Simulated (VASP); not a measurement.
# KI (Fm-3m) in VASP: a series of runs, part 2 of 2

VASP 6.6.1. Earlier steps stand in the parts before.

## 4. Single point, PBE

INCAR

```
SYSTEM = KI
ALGO = Normal
EDIFF = 1E-6
ENCUT = 500
GGA = PE
GGA_COMPAT = .FALSE.
ISIF = 2
ISMEAR = 0
LASPH = .TRUE.
LCHARG = .FALSE.
LREAL = .FALSE.
LWAVE = .FALSE.
NBANDS = 15
NELM = 120
PREC = Accurate
SIGMA = 0.01
```

KPOINTS

```
k-points
0
G
  4 4 4
  0 0 0
```

POSCAR

```
KI
1.0
    0.0000000000      3.5442850250      3.5442850250
    3.5442850250      0.0000000000      3.5442850250
    3.5442850250      3.5442850250      0.0000000000
K I
1 1
Direct
    0.0000000000      0.0000000000      0.0000000000
    0.5000000000      0.5000000000      0.5000000000
```

Potentials or basis: VASP PAW PBE potentials, release 64 (K_sv, I).

Started as:

```sh
> cat potpaw_PBE.64/K_sv/POTCAR potpaw_PBE.64/I/POTCAR > POTCAR
> mpirun -np 1 vasp_std > vasp.out
```

OUTCAR:

```text
SYSTEM = KI
   EDIFF = 1E-6
   ENCUT = 500
   GGA = PE
   ISIF = 2
   ISMEAR = 0
   LASPH = .TRUE.
   LREAL = .FALSE.
   NELM = 120
   PREC = Accurate

 ion  position               nearest neighbor table
   1  0.000  0.000  0.000-   2 3.54   2 3.54   2 3.54   2 3.54   2 3.54   2 3.54
   2  0.500  0.500  0.500-   1 3.54   1 3.54   1 3.54   1 3.54   1 3.54   1 3.54

  LATTYP: Found a face centered cubic cell.
 ALAT       =     7.0885700500

  Lattice vectors:

 A1 = (   0.0000000000,   3.5442850250,   3.5442850250)
 A2 = (   3.5442850250,   0.0000000000,   3.5442850250)
 A3 = (   3.5442850250,   3.5442850250,   0.0000000000)

Analysis of symmetry for initial positions (statically):
=====================================================================
 Subroutine PRICEL returns:
 Original cell was already a primitive cell.

 Routine SETGRP: Setting up the symmetry group for a
 face centered cubic supercell.

 Subroutine GETGRP returns: Found 48 space group operations
 (whereof 48 operations were pure point group operations)
 out of a pool of 48 trial point group operations.

The static configuration has the point symmetry O_h .

Analysis of symmetry for dynamics (positions and initial velocities):
=====================================================================
 Subroutine PRICEL returns:
 Original cell was already a primitive cell.

 Routine SETGRP: Setting up the symmetry group for a
 face centered cubic supercell.

 Subroutine GETGRP returns: Found 48 space group operations
 (whereof 48 operations were pure point group operations)
 out of a pool of 48 trial point group operations.

The dynamic configuration has the point symmetry O_h .

 Subroutine INISYM returns: Found 48 space group operations
 (whereof 48 operations are pure point group operations),
 and found     1 'primitive' translations

[... 105 lines left out ...]
   IVDW    =     0    specifies the selected vdW correction
   LEPSILON=     F    determine dielectric tensor
   LRPA    =     F    only Hartree local field effects (RPA)
 non-spin polarized calculation
 Gauss-broadening in eV      SIGMA  =   0.01
  energy-cutoff  :      500.00
  volume of cell :       89.05
 maximum number of plane-waves:      2276
 NGX is ok and might be reduce to    40
   NGX = 19   NGY = 19   NGZ = 19

 number of electron      15.9999999 magnetization

 Free energy of the ion-electron system (eV)
  ---------------------------------------------------
  ext. energy  EPLUGINS =         0.00000000
  ---------------------------------------------------
  free energy    TOTEN  =        -5.55849118 eV

  energy without entropy =       -5.55849118  energy(sigma->0) =       -5.55849118

 E-fermi :  -0.3199     XC(G=0):  -7.1393

 val. band max:       -0.4651584404   @ k =   0.0000   0.0000   0.0000
 cond. band min:       3.4745738330   @ k =   0.0000   0.0000   0.0000
 fundamental gap:      3.9397322734
 Fermi energy:        -0.3199370349

 k-point     1 :       0.0000    0.0000    0.0000
  band No.  band energies     occupation
      1     -28.9859      2.00000
      2     -12.4721      2.00000
      3     -12.4721      2.00000
      4     -12.4721      2.00000
      5     -10.9525      2.00000
      6      -0.4652      2.00000
      7      -0.4652      2.00000
      8      -0.4652      2.00000
      9       3.4746      0.00000
     10       6.0349      0.00000
     11       6.0349      0.00000
     12       6.0349      0.00000
     13       6.7453      0.00000
     14       6.7453      0.00000
[... 113 lines left out ...]
      2     -12.5194      2.00000
      3     -12.5024      2.00000
      4     -12.5024      2.00000
      5     -10.7581      2.00000
      6      -1.1808      2.00000
      7      -1.1808      2.00000
      8      -1.0528      2.00000
      9       5.9942      0.00000
     10       5.9942      0.00000
     11       6.1432      0.00000
     12       7.6880      0.00000
     13       8.3327      0.00000
     14       9.1565      0.00000
     15       9.5120      0.00000

------------------------ aborting loop because EDIFF is reached ----------------------------------------

  FORCE on cell =-STRESS in cart. coord.  units (eV):
  Direction    XX          YY          ZZ          XY          YZ          ZX
  --------------------------------------------------------------------------------------
  -------------------------------------------------------------------------------------
  Total        0.2788073      0.2788073      0.2788073     -0.0000000      0.0000000     -0.0000000
  in kB        5.0164762      5.0164762      5.0164762     -0.0000000      0.0000000     -0.0000000
  external PRESSURE =       5.0164762 kB  Pullay stress =       0.0000000 kB

 VOLUME and BASIS-vectors are now :
 -----------------------------------------------------------------------------
  energy-cutoff  :      500.00
  volume of cell :       89.05
      direct lattice vectors                 reciprocal lattice vectors
     0.000000000  3.544285025  3.544285025    -0.141072176  0.141072176  0.141072176
     3.544285025  0.000000000  3.544285025     0.141072176 -0.141072176  0.141072176
     3.544285025  3.544285025  0.000000000     0.141072176  0.141072176 -0.141072176

 POSITION                                       TOTAL-FORCE (eV/Angst)
 -----------------------------------------------------------------------------------
      0.00000      0.00000      0.00000         0.000000     -0.000000     -0.000000
      3.54429      3.54429      3.54429        -0.000000      0.000000      0.000000
 -----------------------------------------------------------------------------------
    total drift:                                0.000000     -0.000000     -0.000000

  FREE ENERGIE OF THE ION-ELECTRON SYSTEM (eV)
  ---------------------------------------------------
  free  energy   TOTEN  =        -5.5584911776 eV

  energy  without entropy=       -5.5584911776  energy(sigma->0) =       -5.55849118
```

OSZICAR:

```text
N       E                     dE             d eps       ncg     rms          rms(c)
DAV:   1     0.904724815198E+02    0.90472E+02   -0.62999E+03   240   0.873E+02
DAV:   2     0.331325328352E+00   -0.90141E+02   -0.82987E+02   303   0.205E+02
DAV:   3    -0.549498052700E+01   -0.58263E+01   -0.57982E+01   348   0.463E+01
DAV:   4    -0.563985538069E+01   -0.14487E+00   -0.14484E+00   382   0.680E+00
DAV:   5    -0.564121033830E+01   -0.13550E-02   -0.13549E-02   347   0.614E-01    0.300E+00
DAV:   6    -0.555663328170E+01    0.84577E-01   -0.95197E-02   282   0.176E+00    0.214E+00
DAV:   7    -0.555256720261E+01    0.40661E-02   -0.11860E-01   317   0.170E+00    0.787E-01
DAV:   8    -0.555792185144E+01   -0.53546E-02   -0.13110E-02   282   0.722E-01    0.123E-01
DAV:   9    -0.555832693428E+01   -0.40508E-03   -0.96550E-04   317   0.177E-01    0.743E-02
DAV:  10    -0.555845080120E+01   -0.12387E-03   -0.13213E-04   293   0.645E-02    0.205E-02
DAV:  11    -0.555849137667E+01   -0.40575E-04   -0.57469E-05   268   0.435E-02    0.186E-02
DAV:  12    -0.555849117759E+01    0.19908E-06   -0.29151E-06   316   0.131E-02
   1 F= -.55584912E+01 E0= -.55584912E+01  d E =-.680402E-95
```

stdout:

```text
POSCAR found type information on POSCAR K I
 POSCAR found :  2 types and       2 ions
 scaLAPACK will be used
 LDA part: xc-table for (Slater+PW92), standard interpolation
 POSCAR, INCAR and KPOINTS ok, starting setup
 FFT: planning ... GRIDC
 FFT: planning ... GRID_SOFT
 FFT: planning ... GRID
 WAVECAR not read
 entering main loop
```

Run time: 26 s. Hardware: 1 thread of Intel Xeon 8259CL, shared host; peak memory 0.23 GiB.

What came out:

- Free energy: -5.5585 eV
- Pressure: 0.5 GPa
- Band gap on the k mesh: 3.94 eV, direct

Caveat: spin-orbit coupling is left out, which moves the levels of the heavy elements. PBE gaps usually lie below the measured ones, often by a third to a half.

## 5. Overview

```csv
level,potentials or basis,k mesh,smearing,gap on the mesh (eV),pressure (GPa)
LDA,"VASP PAW LDA potentials, release 64 (K_sv, I)",2 × 2 × 2,gaussian 0.01 eV,3.53,-0.7
PBE,"VASP PAW PBE potentials, release 64 (K_sv, I)",4 × 4 × 4,tetrahedron,3.94,0.5
PBE,"VASP PAW PBE potentials, release 64 (K_sv, I)",4 × 4 × 4,gaussian 0.01 eV,3.94,0.5
```

Alike in all rows: task single point; no spin polarisation; cell as given; cutoff (eV) 500.

Caveats: some runs use coarse meshes; spin-orbit coupling is left out, which moves the levels of the heavy elements.

Absolute energies hang on the potentials; compare differences alone.
